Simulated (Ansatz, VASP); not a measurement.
Two plane-wave programs on MgO

```
Mg O
1.0
     2.91830    0.00000    0.00000
    -1.45915    2.52732    0.00000
     0.00000    0.00000    2.66170
Mg O
1 1
Direct
  0.00000 0.00000 0.00000
  0.33333 0.66667 0.50000
```

Alike in both runs: task single point; functional PBE0; k mesh 6 × 6 × 6; occupations fermi-dirac, width 0.05 eV; no spin polarisation.

```csv
,VASP,Ansatz
version,VASP 6.6.1,Ansatz 0.2.0
potentials or method,"VASP PAW PBE potentials, release 64 (Mg, O)",Ansatz PAW
plane-wave cutoff (eV),520,420
valence electrons in the cell,8,16
```

|  | VASP | Ansatz | Ansatz less VASP |
| --- | --- | --- | --- |
| gap on the k mesh at the Fermi level (eV) | 5.48 | 5.50 | +0.026 |
| least direct gap on the mesh (eV) | 5.91 | 5.93 | +0.019 |
| pressure (GPa) | -3.2 | -2.8 | +0.41 |
| traceless stress, the component that is largest in VASP (GPa) | -0.44 | -0.41 | +0.032 |

The functional is the same, so the differences come from potentials, cutoffs and numerics. VASP's potentials hold 8 valence electrons a cell and Ansatz's 16, so a difference there can come from the potentials and not from the codes.
